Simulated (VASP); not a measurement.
# Cr (Im-3m) in VASP: settings compared

Aim: see how the results for Cr move with the level of theory and the settings. Levels: PBE, RPBE, r2SCAN. Tasks: single point.

All numbers are computed with VASP 6.6.1; they aren't measurements. Logs are shortened: lines on timing, memory, paths and dates and some standing lists are left out, and cuts for length are marked.

## (1) The cell of the first run

It takes space group Im-3m (No. 229, cubic). Conventional cell: a = 2.969 Å, b = 2.969 Å, c = 2.969 Å, α = 90.00°, β = 90.00°, γ = 90.00°. Cr (site symmetry m-3m) has 14 Cr at 2.57 to 2.97 Å within 3.4 Å.

## (2) Single point, PBE, collinear spin, ferromagnetic start

Input file INCAR:

```
SYSTEM = Cr
ALGO = Normal
EDIFF = 1E-6
ENCUT = 500
GGA = PE
GGA_COMPAT = .False.
ISIF = 2
ISMEAR = -1
ISPIN = 2
LASPH = .True.
LCHARG = .False.
LMAXMIX = 4
LORBIT = 11
LREAL = .False.
LWAVE = .False.
MAGMOM = 3
NBANDS = 16
NELM = 200
PREC = Accurate
SIGMA = 0.05
```

Input file KPOINTS:

```
k-points
0
Gamma
  7 7 7
  0 0 0
```

Input file POSCAR:

```
Cr
1.0
   -1.4844496776      1.4844496776      1.4844496776
    1.4844496776     -1.4844496776      1.4844496776
    1.4844496776      1.4844496776     -1.4844496776
Cr
1
Direct
    0.0000000000      0.0000000000      0.0000000000
```

Potentials or basis: VASP PAW PBE potentials, release 64 (Cr_pv).

On the command line:

```bash
$ cat potpaw_PBE.64/Cr_pv/POTCAR > POTCAR
$ mpirun -np 1 vasp_std > vasp.out
```

OUTCAR:

```text
SYSTEM = Cr
   EDIFF = 1E-6
   ENCUT = 500
   GGA = PE
   ISIF = 2
   ISMEAR = -1
   ISPIN = 2
   LASPH = .True.
   LORBIT = 11
   LREAL = .False.
   NELM = 200
   PREC = Accurate

 ion  position               nearest neighbor table
   1  0.000  0.000  0.000-

  LATTYP: Found a body centered cubic cell.
 ALAT       =     2.9688993552

  Lattice vectors:

 A1 = (  -1.4844496776,   1.4844496776,   1.4844496776)
 A2 = (   1.4844496776,  -1.4844496776,   1.4844496776)
 A3 = (   1.4844496776,   1.4844496776,  -1.4844496776)

Analysis of symmetry for initial positions (statically):
=====================================================================
 Subroutine PRICEL returns:
 Original cell was already a primitive cell.

 Routine SETGRP: Setting up the symmetry group for a
 body centered cubic supercell.

 Subroutine GETGRP returns: Found 48 space group operations
 (whereof 48 operations were pure point group operations)
 out of a pool of 48 trial point group operations.

The static configuration has the point symmetry O_h .

Analysis of symmetry for dynamics (positions and initial velocities):
=====================================================================
 Subroutine PRICEL returns:
 Original cell was already a primitive cell.

 Routine SETGRP: Setting up the symmetry group for a
 body centered cubic supercell.

 Subroutine GETGRP returns: Found 48 space group operations
 (whereof 48 operations were pure point group operations)
 out of a pool of 48 trial point group operations.

The dynamic configuration has the point symmetry O_h .

Analysis of structural, dynamic, and magnetic symmetry:
=====================================================================
 Subroutine PRICEL returns:
 Original cell was already a primitive cell.

 Routine SETGRP: Setting up the symmetry group for a
 body centered cubic supercell.

 Subroutine GETGRP returns: Found 48 space group operations
 (whereof 48 operations were pure point group operations)
 out of a pool of 48 trial point group operations.

The overall configuration has the point symmetry O_h .

 Subroutine INISYM returns: Found 48 space group operations
 (whereof 48 operations are pure point group operations),
 and found     1 'primitive' translations

----------------------------------------------------------------------------------------

                                     Primitive cell

[... 99 lines left out ...]
   EFERMI_NEDOS =   21; number of points for ismear=-14 and -15
   IALGO  =     38    algorithm
   IMIX   =      4    mixing-type and parameters
     AMIX     =   0.40;   BMIX     =  1.00
     AMIX_MAG =   1.60;   BMIX_MAG =  1.00
  volume/ion in A,a.u.               =      13.08        88.30
  Fermi-wavevector in a.u.,A,eV,Ry     =   1.590559  3.005721 34.421077  2.529878
  Thomas-Fermi vector in A             =   2.689235
   LORBIT       =     11    0 simple, 1 ext, 2 COOP (PROOUT), +10 PAW based schemes
   GGA     = PE    functional components
   LHFCALC =     F    Hartree Fock is set to
   AEXX    =    0.0000 exact exchange contribution
   IVDW    =     0    specifies the selected vdW correction
   LEPSILON=     F    determine dielectric tensor
   LRPA    =     F    only Hartree local field effects (RPA)
 spin polarized calculation
  energy-cutoff  :      500.00
  volume of cell :       13.08
 maximum number of plane-waves:       341
   NGX =  9   NGY =  9   NGZ =  9

 number of electron      12.0000007 magnetization      -0.0784529

 number of electron      12.0000008 magnetization       0.0065054

 Free energy of the ion-electron system (eV)
  ---------------------------------------------------
  ext. energy  EPLUGINS =         0.00000000
  ---------------------------------------------------
  free energy    TOTEN  =        -9.36374077 eV

  energy without entropy =       -9.35017069  energy(sigma->0) =       -9.35695573

 E-fermi :   9.3696     XC(G=0): -12.9595

 val. band max:        9.3630453709   @ k =  -0.1429   0.1429   0.1429
 cond. band min:       9.3707266754   @ k =  -0.4286   0.4286   0.2857
 fundamental gap:      0.0076813044
 Fermi energy:         9.3695913971

 spin component 1

 k-point     1 :       0.0000    0.0000    0.0000
  band No.  band energies     occupation
      1     -33.5369      1.00000
      2     -33.5369      1.00000
      3     -33.5369      1.00000
      4       1.9049      1.00000
      5       8.5562      1.00000
      6       8.5562      1.00000
[... 356 lines left out ...]
      2     -33.9442      1.00000
      3     -33.9442      1.00000
      4       5.8976      1.00000
      5       5.9129      1.00000
      6      10.9298      0.00000
[... 8 lines left out ...]
     15      31.2889      0.00000
     16      42.3879      0.00000
 Fermi energy:         9.3695913971

 spin component 2

 k-point     1 :       0.0000    0.0000    0.0000
  band No.  band energies     occupation
      1     -33.5302      1.00000
      2     -33.5302      1.00000
      3     -33.5302      1.00000
      4       1.9064      1.00000
      5       8.5630      1.00000
      6       8.5630      1.00000
[... 357 lines left out ...]
      3     -33.9375      1.00000
      4       5.9006      1.00000
      5       5.9160      1.00000
      6      10.9369      0.00000
[... 8 lines left out ...]
     15      31.2913      0.00000
     16      42.3920      0.00000

------------------------ aborting loop because EDIFF is reached ----------------------------------------

  FORCE on cell =-STRESS in cart. coord.  units (eV):
  Direction    XX          YY          ZZ          XY          YZ          ZX
  --------------------------------------------------------------------------------------
  -------------------------------------------------------------------------------------
  Total       -2.0330184     -2.0330184     -2.0330184      0.0000000     -0.0000000      0.0000000
  in kB     -248.9404400   -248.9404400   -248.9404400      0.0000000     -0.0000000      0.0000000
  external PRESSURE =    -248.9404400 kB  Pullay stress =       0.0000000 kB

 VOLUME and BASIS-vectors are now :
 -----------------------------------------------------------------------------
  energy-cutoff  :      500.00
  volume of cell :       13.08
      direct lattice vectors                 reciprocal lattice vectors
    -1.484449678  1.484449678  1.484449678     0.000000000  0.336825160  0.336825160
     1.484449678 -1.484449678  1.484449678     0.336825160  0.000000000  0.336825160
     1.484449678  1.484449678 -1.484449678     0.336825160  0.336825160  0.000000000

 POSITION                                       TOTAL-FORCE (eV/Angst)
 -----------------------------------------------------------------------------------
      0.00000      0.00000      0.00000         0.000000      0.000000      0.000000
 -----------------------------------------------------------------------------------
    total drift:                               -0.000000     -0.000000      0.000000

  FREE ENERGIE OF THE ION-ELECTRON SYSTEM (eV)
  ---------------------------------------------------
  free  energy   TOTEN  =        -9.3637407724 eV

  energy  without entropy=       -9.3501706866  energy(sigma->0) =       -9.35695573

 total charge

# of ion       s       p       d       tot
------------------------------------------
    1        0.394   6.325   4.100  10.818

 magnetization (x)

# of ion       s       p       d       tot
------------------------------------------
    1       -0.000   0.000   0.005   0.005
```

stdout:

```text
POSCAR found type information on POSCAR Cr
 POSCAR found :  1 types and       1 ions
 scaLAPACK will be used
 LDA part: xc-table for (Slater+PW92), standard interpolation
 POSCAR, INCAR and KPOINTS ok, starting setup
 FFT: planning ... GRIDC
 FFT: planning ... GRID_SOFT
 FFT: planning ... GRID
 WAVECAR not read
 entering main loop
```

It took 6.3 s on 1 thread of AMD EPYC 9R45 (Zen 5), shared host; peak memory 0.1 GiB.

What came out:

| Property | Result |
| --- | --- |
| Free energy | -9.3637 eV |
| Pressure | -24.9 GPa |
| Band gap on the k mesh | zero (filled and empty bands overlap) |
| Net moment | 0.01 μB per cell |
| Valence electrons inside the program's atomic spheres | Cr 10.82 |

Levels at points of the mesh, in eV from the Fermi level:
Spin up:
```tsv
k point	band 4	band 5	band 6	band 7	band 8	band 9
(0.00, 0.00, 0.00)	-7.46	-0.81	-0.81	-0.81	0.94	0.94
```
Spin down:
| k point | band 4 | band 5 | band 6 | band 7 | band 8 | band 9 |
| --- | --- | --- | --- | --- | --- | --- |
| (0.00, 0.00, 0.00) | -7.46 | -0.81 | -0.81 | -0.81 | 0.94 | 0.94 |

Caveat: the k points lie up to 0.43 Å⁻¹ apart, too coarse for converged energies and pressures of a metal; an empty level that is flat over the whole mesh can mark a ghost state of the potentials, or a narrow d or f band.

## (3) Single point, RPBE, collinear spin, ferromagnetic start

Input file INCAR:

```
SYSTEM = Cr
  ALGO = Normal
  EDIFF = 1E-6
  ENCUT = 500
  GGA = RP
  GGA_COMPAT = .False.
  ISIF = 2
  ISMEAR = -1
  ISPIN = 2
  LASPH = .True.
  LCHARG = .False.
  LMAXMIX = 4
  LORBIT = 11
  LREAL = .False.
  LWAVE = .False.
  MAGMOM = 3
  NBANDS = 16
  NELM = 200
  PREC = Accurate
  SIGMA = 0.05
```

KPOINTS is that of step 2.

POSCAR is that of step 2.

Potentials or basis: VASP PAW PBE potentials, release 64 (Cr_pv).

On the command line:

```bash
$ cat potpaw_PBE.64/Cr_pv/POTCAR > POTCAR
$ mpirun -np 1 vasp_std > vasp.out
```

OUTCAR:

```text
SYSTEM = Cr
   EDIFF = 1E-6
   ENCUT = 500
   GGA = RP
   ISIF = 2
   ISMEAR = -1
   ISPIN = 2
   LASPH = .True.
   LORBIT = 11
   LREAL = .False.
   NELM = 200
   PREC = Accurate

 ion  position               nearest neighbor table
   1  0.000  0.000  0.000-

  LATTYP: Found a body centered cubic cell.
 ALAT       =     2.9688993552

  Lattice vectors:

 A1 = (  -1.4844496776,   1.4844496776,   1.4844496776)
 A2 = (   1.4844496776,  -1.4844496776,   1.4844496776)
 A3 = (   1.4844496776,   1.4844496776,  -1.4844496776)

Analysis of symmetry for initial positions (statically):
=====================================================================
 Subroutine PRICEL returns:
 Original cell was already a primitive cell.

 Routine SETGRP: Setting up the symmetry group for a
 body centered cubic supercell.

 Subroutine GETGRP returns: Found 48 space group operations
 (whereof 48 operations were pure point group operations)
 out of a pool of 48 trial point group operations.

The static configuration has the point symmetry O_h .

Analysis of symmetry for dynamics (positions and initial velocities):
=====================================================================
 Subroutine PRICEL returns:
 Original cell was already a primitive cell.

 Routine SETGRP: Setting up the symmetry group for a
 body centered cubic supercell.

 Subroutine GETGRP returns: Found 48 space group operations
 (whereof 48 operations were pure point group operations)
 out of a pool of 48 trial point group operations.

The dynamic configuration has the point symmetry O_h .

Analysis of structural, dynamic, and magnetic symmetry:
=====================================================================
 Subroutine PRICEL returns:
 Original cell was already a primitive cell.

 Routine SETGRP: Setting up the symmetry group for a
 body centered cubic supercell.

[... 132 lines left out ...]
   NGX =  9   NGY =  9   NGZ =  9

 number of electron      12.0000007 magnetization      -0.0189976

 number of electron      12.0000008 magnetization       0.0105312

 Free energy of the ion-electron system (eV)
  ---------------------------------------------------
  ext. energy  EPLUGINS =         0.00000000
  ---------------------------------------------------
  free energy    TOTEN  =        -8.87762718 eV

  energy without entropy =       -8.86405300  energy(sigma->0) =       -8.87084009

 E-fermi :   9.4860     XC(G=0): -12.8407

 val. band max:        9.4802767422   @ k =  -0.4286   0.4286   0.2857
 cond. band min:       9.4880980885   @ k =  -0.1429   0.1429   0.1429
 fundamental gap:      0.0078213463
 Fermi energy:         9.4860001809

 spin component 1

 k-point     1 :       0.0000    0.0000    0.0000
  band No.  band energies     occupation
      1     -33.4971      1.00000
      2     -33.4971      1.00000
      3     -33.4971      1.00000
      4       2.0125      1.00000
      5       8.6694      1.00000
      6       8.6694      1.00000
[... 356 lines left out ...]
      2     -33.9017      1.00000
      3     -33.9017      1.00000
      4       6.0197      1.00000
      5       6.0367      1.00000
      6      11.0355      0.00000
[... 8 lines left out ...]
     15      31.4744      0.00000
     16      42.5420      0.00000
 Fermi energy:         9.4860001809

 spin component 2

 k-point     1 :       0.0000    0.0000    0.0000
  band No.  band energies     occupation
      1     -33.4862      1.00000
      2     -33.4862      1.00000
      3     -33.4862      1.00000
      4       2.0150      1.00000
      5       8.6807      1.00000
      6       8.6807      1.00000
[... 357 lines left out ...]
      3     -33.8909      1.00000
      4       6.0246      1.00000
      5       6.0417      1.00000
      6      11.0473      0.00000
[... 8 lines left out ...]
     15      31.4784      0.00000
     16      42.5490      0.00000

------------------------ aborting loop because EDIFF is reached ----------------------------------------

  FORCE on cell =-STRESS in cart. coord.  units (eV):
  Direction    XX          YY          ZZ          XY          YZ          ZX
  --------------------------------------------------------------------------------------
  -------------------------------------------------------------------------------------
  Total       -1.6711079     -1.6711079     -1.6711079     -0.0000000      0.0000000     -0.0000000
  in kB     -204.6249777   -204.6249777   -204.6249777     -0.0000000      0.0000000     -0.0000000
  external PRESSURE =    -204.6249777 kB  Pullay stress =       0.0000000 kB

 VOLUME and BASIS-vectors are now :
 -----------------------------------------------------------------------------
  energy-cutoff  :      500.00
  volume of cell :       13.08
      direct lattice vectors                 reciprocal lattice vectors
    -1.484449678  1.484449678  1.484449678     0.000000000  0.336825160  0.336825160
     1.484449678 -1.484449678  1.484449678     0.336825160  0.000000000  0.336825160
     1.484449678  1.484449678 -1.484449678     0.336825160  0.336825160  0.000000000

 POSITION                                       TOTAL-FORCE (eV/Angst)
 -----------------------------------------------------------------------------------
      0.00000      0.00000      0.00000        -0.000000     -0.000000      0.000000
 -----------------------------------------------------------------------------------
    total drift:                                0.000000     -0.000000      0.000000

  FREE ENERGIE OF THE ION-ELECTRON SYSTEM (eV)
  ---------------------------------------------------
  free  energy   TOTEN  =        -8.8776271827 eV

  energy  without entropy=       -8.8640529992  energy(sigma->0) =       -8.87084009

 total charge

# of ion       s       p       d       tot
------------------------------------------
    1        0.407   6.325   4.092  10.823

 magnetization (x)

# of ion       s       p       d       tot
------------------------------------------
    1       -0.000   0.000   0.009   0.009
```

OSZICAR:

```text
N       E                     dE             d eps       ncg     rms          rms(c)
DAV:   1     0.851119186696E+02    0.85112E+02   -0.62223E+03  1304   0.813E+02
DAV:   2    -0.765110540341E+01   -0.92763E+02   -0.88059E+02  1352   0.243E+02
DAV:   3    -0.922472899398E+01   -0.15736E+01   -0.15692E+01  1488   0.354E+01
DAV:   4    -0.923110016185E+01   -0.63712E-02   -0.63711E-02  1480   0.224E+00
DAV:   5    -0.923115495780E+01   -0.54796E-04   -0.54794E-04  1456   0.188E-01    0.167E+01
DAV:   6    -0.881572989686E+01    0.41543E+00   -0.24631E+00  1312   0.266E+01    0.365E+00
DAV:   7    -0.887466145284E+01   -0.58932E-01   -0.18088E-01  1328   0.367E+00    0.199E+00
DAV:   8    -0.887848922861E+01   -0.38278E-02   -0.58843E-03  1448   0.916E-01    0.969E-01
DAV:   9    -0.887730891538E+01    0.11803E-02   -0.21274E-03  1440   0.485E-01    0.252E-01
DAV:  10    -0.887759469633E+01   -0.28578E-03   -0.39619E-04  1352   0.200E-01    0.689E-02
DAV:  11    -0.887761221040E+01   -0.17514E-04   -0.14377E-05  1456   0.368E-02    0.368E-02
DAV:  12    -0.887762348489E+01   -0.11274E-04   -0.14704E-05  1400   0.410E-02    0.116E-02
DAV:  13    -0.887762689264E+01   -0.34077E-05   -0.42879E-06  1328   0.164E-02    0.109E-02
DAV:  14    -0.887762718273E+01   -0.29009E-06   -0.57724E-08   664   0.219E-03
   1 F= -.88776272E+01 E0= -.88708401E+01  d E =-.135742E-01  mag=     0.0019
```

It took 6.3 s on 1 thread of AMD EPYC 9R45 (Zen 5), shared host; peak memory 0.1 GiB.

What came out:

| Item | Value |
| --- | --- |
| Free energy | -8.8776 eV |
| Pressure | -20.5 GPa |
| Band gap on the k mesh | zero (filled and empty bands overlap) |
| Net moment | 0.01 μB per cell |
| Valence electrons inside the program's atomic spheres | Cr 10.82 |

Caveat: the k points lie up to 0.43 Å⁻¹ apart, too coarse for converged energies and pressures of a metal; the PAW data sets were made with another functional, which shifts forces and pressure a little.

## (4) Single point, r2SCAN, collinear spin, ferromagnetic start

POSCAR is that of step 3.

Input file INCAR.step1:

```
PREC = Accurate
ENCUT = 550
ISMEAR = -1
SIGMA = 0.05
LREAL = F
LASPH = T
NELM = 200
ISPIN = 2
MAGMOM = 3
LMAXMIX = 4
NBANDS = 16
GGA = PE
ALGO = Normal
EDIFF = 1E-5
LWAVE = T
LCHARG = F
GGA_COMPAT = F
```

Input file INCAR.step2:

```
PREC = Accurate
ENCUT = 550
EDIFF = 1E-6
ISMEAR = -1
SIGMA = 0.05
LREAL = F
LASPH = T
NELM = 200
ALGO = Normal
ISIF = 2
LWAVE = F
LCHARG = F
ISPIN = 2
MAGMOM = 3
LORBIT = 11
LMAXMIX = 4
METAGGA = R2SCAN
LMIXTAU = T
NBANDS = 16
ISTART = 1
GGA_COMPAT = F
```

Input file KPOINTS:

```
regular mesh
0
Gamma
  7 7 7
```

On the command line:

```bash
$ cat potpaw_PBE.64/Cr_pv/POTCAR > POTCAR
$ cp INCAR.step1 INCAR
$ mpirun -np 1 vasp_std > vasp.out
$ cp INCAR.step2 INCAR
$ mpirun -np 1 vasp_std > vasp.out
```

It took 26 s on 1 thread of AMD EPYC 9R45 (Zen 5), shared host; peak memory 0.11 GiB.

Results (log left out):

```yaml
Free_energy: -14.6051 eV
Pressure: -28.9 GPa
Band_gap_on_the_k_mesh: zero (filled and empty bands overlap)
Net_moment: 0.00 μB per cell
Valence_electrons_inside_the_program's_atomic_spheres: Cr 11.05
```

Levels at points of the mesh, in eV from the Fermi level:
Spin up:
```
           k point  band 2  band 3  band 4  band 5  band 6  band 7  band 8  band 9  band 10  band 11
(0.00, 0.00, 0.00)  -44.53  -44.53   -8.01   -0.87   -0.87   -0.87    1.22    1.22     2.98    22.05
```
Spin down:
| k point | band 2 | band 3 | band 4 | band 5 | band 6 | band 7 | band 8 | band 9 | band 10 | band 11 |
| --- | --- | --- | --- | --- | --- | --- | --- | --- | --- | --- |
| (0.00, 0.00, 0.00) | -44.53 | -44.53 | -8.01 | -0.87 | -0.87 | -0.87 | 1.22 | 1.22 | 2.98 | 22.05 |

Caveat: the k points lie up to 0.43 Å⁻¹ apart, too coarse for converged energies and pressures of a metal; the PAW data sets were made with another functional, which shifts forces and pressure a little.
